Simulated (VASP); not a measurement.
# H2 in VASP: single point with PBEsol

Aim: the single point of H2 with PBEsol.

All numbers are computed with VASP 6.6.1; they aren't measurements. Logs are shortened: lines on timing, memory, paths and dates and some standing lists are left out, and cuts for length are marked.

**1. The cell of the first run**

The cell holds a molecule in a box, 2 atoms: a = 10.000 Å, b = 10.500 Å, c = 11.000 Å, α = 90.00°, β = 90.00°, γ = 90.00°.

**2. Single point, PBEsol**

Input file INCAR:

```
SYSTEM = H
  PREC = Accurate
  ENCUT = 400
  EDIFF = 1E-6
  ISMEAR = 0
  SIGMA = 0.01
  LREAL = .FALSE.
  LASPH = .TRUE.
  NELM = 120
  ALGO = Normal
  ISIF = 2
  LWAVE = .FALSE.
  LCHARG = .TRUE.
  GGA = PS
  LELF = .TRUE.
  LVHAR = .TRUE.
  NBANDS = 8
  GGA_COMPAT = .FALSE.
  NELMDL = -8
```

Input file KPOINTS:

```
regular mesh
0
G
  1 1 1
  0 0 0
```

Input file POSCAR:

```
H
1.0
   10.0000000000      0.0000000000      0.0000000000
    0.0000000000     10.5000000000      0.0000000000
    0.0000000000      0.0000000000     11.0000000000
H
2
Direct
    0.5000000000      0.5000000000      0.4655347898
    0.5000000000      0.5000000000      0.5344652102
```

Potentials or basis: VASP PAW PBE potentials, release 64 (H).

On the command line:

```sh
$ cat potpaw_PBE.64/H/POTCAR > POTCAR
$ mpirun -np 1 vasp_gam > vasp.out
```

OUTCAR:

```text
SYSTEM = H
   PREC = Accurate
   ENCUT = 400
   EDIFF = 1E-6
   ISMEAR = 0
   LREAL = .FALSE.
   LASPH = .TRUE.
   NELM = 120
   ISIF = 2
   GGA = PS
   NELMDL = -8

 ion  position               nearest neighbor table
   1  0.500  0.500  0.466-   2 0.76
   2  0.500  0.500  0.534-   1 0.76

  LATTYP: Found a simple orthorhombic cell.
 ALAT       =    10.0000000000
 B/A-ratio  =     1.0500000000
 C/A-ratio  =     1.1000000000

  Lattice vectors:

 A1 = (  10.0000000000,   0.0000000000,   0.0000000000)
 A2 = (   0.0000000000,  10.5000000000,   0.0000000000)
 A3 = (   0.0000000000,   0.0000000000,  11.0000000000)

Analysis of symmetry for initial positions (statically):
=====================================================================
 Subroutine PRICEL returns:
 Original cell was already a primitive cell.

 Routine SETGRP: Setting up the symmetry group for a
 simple orthorhombic supercell.

 Subroutine GETGRP returns: Found  8 space group operations
 (whereof  8 operations were pure point group operations)
 out of a pool of  8 trial point group operations.

The static configuration has the point symmetry D_2h.

Analysis of symmetry for dynamics (positions and initial velocities):
=====================================================================
 Subroutine PRICEL returns:
 Original cell was already a primitive cell.

 Routine SETGRP: Setting up the symmetry group for a
 simple orthorhombic supercell.

 Subroutine GETGRP returns: Found  8 space group operations
 (whereof  8 operations were pure point group operations)
 out of a pool of  8 trial point group operations.

The dynamic configuration has the point symmetry D_2h.

 Subroutine INISYM returns: Found  8 space group operations
 (whereof  8 operations are pure point group operations),
 and found     1 'primitive' translations

----------------------------------------------------------------------------------------

                                     Primitive cell

  volume of cell :    1155.0000

  direct lattice vectors                    reciprocal lattice vectors
    10.000000000  0.000000000  0.000000000     0.100000000  0.000000000  0.000000000
     0.000000000 10.500000000  0.000000000     0.000000000  0.095238095  0.000000000
     0.000000000  0.000000000 11.000000000     0.000000000  0.000000000  0.090909091

  length of vectors
    10.000000000 10.500000000 11.000000000     0.100000000  0.095238095  0.090909091

  position of ions in fractional coordinates (direct lattice)
     0.500000000  0.500000000  0.465534790
     0.500000000  0.500000000  0.534465210

  ion indices of the primitive-cell ions
   primitive index   ion index
                 1           1
                 2           2

----------------------------------------------------------------------------------------

 KPOINTS: regular mesh

Automatic generation of k-mesh.
 Grid dimensions read from file:
 generate k-points for:    1    1    1

 Generating k-lattice:

  Cartesian coordinates                     Fractional coordinates (reciprocal lattice)
     0.100000000  0.000000000  0.000000000     1.000000000  0.000000000  0.000000000
     0.000000000  0.095238095  0.000000000     0.000000000  1.000000000  0.000000000
     0.000000000  0.000000000  0.090909091     0.000000000  0.000000000  1.000000000

  Length of vectors
     0.100000000  0.095238095  0.090909091

  Shift w.r.t. Gamma in fractional coordinates (k-lattice)
     0.000000000  0.000000000  0.000000000

 Subroutine IBZKPT returns following result:
 ===========================================

 Found      1 irreducible k-points:

 Following reciprocal coordinates:
            Coordinates               Weight
  0.000000  0.000000  0.000000      1.000000
   k-points           NKPTS =      1   k-points in BZ     NKDIM =      1   number of bands    NBANDS=      8
   number of dos      NEDOS =    301   number of ions     NIONS =      2
   total plane-waves  NPLWV = 352800
   dimension x,y,z NGX =    70 NGY =   70 NGZ =   72
   dimension x,y,z NGXF=   140 NGYF=  140 NGZF=  144
   ions per type =               2
   NGX,Y,Z   is equivalent  to a cutoff of  11.64, 11.08, 10.88 a.u.
   NGXF,Y,Z  is equivalent  to a cutoff of  23.27, 22.17, 21.76 a.u.
 SYSTEM =  H
   PREC   = accura    normal or accurate (medium, high low for compatibility)
   ISTART =      0    job   : 0-new  1-cont  2-samecut
   ICHARG =      2    charge: 1-file 2-atom 10-const
   ISPIN  =      1    spin polarized calculation?
   LNONCOLLINEAR =      F non collinear calculations
   LSORBIT =      F    spin-orbit coupling
   LASPH  =      T    aspherical Exc in radial PAW
   ENCUT  =  400.0 eV  29.40 Ry    5.42 a.u.  16.31 17.12 17.94*2*pi/ulx,y,z
   NELM   =    120;   NELMIN=  2; NELMDL= -8     # of ELM steps
   EDIFF  = 0.1E-05   stopping-criterion for ELM
   LREAL  =      F    real-space projection
   EDIFFG = 0.1E-04   stopping-criterion for IOM
   NSW    =      0    number of steps for IOM
   IBRION =     -1    ionic relax: 0-MD 1-quasi-New 2-CG
   NFREE  =      0    steps in history (QN), initial steepest desc. (CG)
   ISIF   =      2    stress and relaxation
   ISYM   =      2    0-nonsym 1-usesym 2-fastsym
   POTIM  = 0.5000    time-step for ionic-motion
   TEBEG  =    0.0;   TEEND  =   0.0 temperature during run
   PSTRESS=    0.0 pullay stress
   NELECT =       2.0000    total number of electrons
   NUPDOWN=      -1.0000    fix difference up-down
   EMIN   =  10.00;   EMAX   =-10.00  energy-range for DOS
   EFERMI =   0.00;   METHOD = LEGACY
   ISMEAR =     0;   SIGMA  =   0.01  broadening in eV -4-tet -1-fermi 0-gaus
   EFERMI_NEDOS =   21; number of points for ismear=-14 and -15
   IALGO  =     38    algorithm
   IMIX   =      4    mixing-type and parameters
     AMIX     =   0.40;   BMIX     =  1.00
     AMIX_MAG =   1.60;   BMIX_MAG =  1.00
  volume/ion in A,a.u.               =     577.50      3897.16
  Fermi-wavevector in a.u.,A,eV,Ry     =   0.196588  0.371498  0.525823  0.038647
  Thomas-Fermi vector in A             =   0.945437
   LORBIT       =      0    0 simple, 1 ext, 2 COOP (PROOUT), +10 PAW based schemes
   GGA     = PS    functional components
   LHFCALC =     F    Hartree Fock is set to
   AEXX    =    0.0000 exact exchange contribution
   IVDW    =     0    specifies the selected vdW correction
   LEPSILON=     F    determine dielectric tensor
   LRPA    =     F    only Hartree local field effects (RPA)
 non-spin polarized calculation
 Gauss-broadening in eV      SIGMA  =   0.01
  energy-cutoff  :      400.00
  volume of cell :     1155.00
 maximum number of plane-waves:     10477
 NGX is ok and might be reduce to    70
   NGX = 33   NGY = 35   NGZ = 35

 number of electron       1.9999999 magnetization

 Free energy of the ion-electron system (eV)
  ---------------------------------------------------
  ext. energy  EPLUGINS =         0.00000000
  ---------------------------------------------------
  free energy    TOTEN  =        -6.50335286 eV

  energy without entropy =       -6.50335286  energy(sigma->0) =       -6.50335286

 E-fermi : -10.0427     XC(G=0):  -0.3238

 val. band max:      -10.1107744508   @ k =   0.0000   0.0000   0.0000
 cond. band min:      -0.1365251861   @ k =   0.0000   0.0000   0.0000
 fundamental gap:      9.9742492648
 Fermi energy:       -10.0427040457

 k-point     1 :       0.0000    0.0000    0.0000
  band No.  band energies     occupation
      1     -10.1108      2.00000
      2      -0.1365      0.00000
      3       0.3670      0.00000
      4       0.9170      0.00000
      5       1.0137      0.00000
      6       1.1341      0.00000
      7       1.2535      0.00000
      8       1.3941      0.00000

------------------------ aborting loop because EDIFF is reached ----------------------------------------

  FORCE on cell =-STRESS in cart. coord.  units (eV):
  Direction    XX          YY          ZZ          XY          YZ          ZX
  --------------------------------------------------------------------------------------
  -------------------------------------------------------------------------------------
  Total       -0.1119930     -0.1152805     -0.1208169      0.0000000      0.0000000      0.0000000
  in kB       -0.1553529     -0.1599133     -0.1675932      0.0000000      0.0000000      0.0000000
  external PRESSURE =      -0.1609531 kB  Pullay stress =       0.0000000 kB

 VOLUME and BASIS-vectors are now :
 -----------------------------------------------------------------------------
  energy-cutoff  :      400.00
  volume of cell :     1155.00
      direct lattice vectors                 reciprocal lattice vectors
    10.000000000  0.000000000  0.000000000     0.100000000  0.000000000  0.000000000
     0.000000000 10.500000000  0.000000000     0.000000000  0.095238095  0.000000000
     0.000000000  0.000000000 11.000000000     0.000000000  0.000000000  0.090909091

 POSITION                                       TOTAL-FORCE (eV/Angst)
 -----------------------------------------------------------------------------------
      5.00000      5.25000      5.12088         0.000000      0.000000     -0.031550
      5.00000      5.25000      5.87912         0.000000      0.000000      0.031550
 -----------------------------------------------------------------------------------
    total drift:                                0.000000      0.000000      0.000000

  FREE ENERGIE OF THE ION-ELECTRON SYSTEM (eV)
  ---------------------------------------------------
  free  energy   TOTEN  =        -6.5033528593 eV

  energy  without entropy=       -6.5033528593  energy(sigma->0) =       -6.50335286
```

Run time: 27 s. Hardware: 1 thread of AMD EPYC 9R45 (Zen 5), shared host; peak memory 0.59 GiB.

Results:

- Free energy: -6.5034 eV
- Largest force: 0.032 eV/Å
- Gap between the frontier levels: 9.97 eV

Forces in eV/Å, atoms in the order of the input:
```
H    0.000  0.000 -0.032
H    0.000  0.000  0.032
```

Caveat: the PAW data sets were made with another functional, which shifts forces and pressure a little.
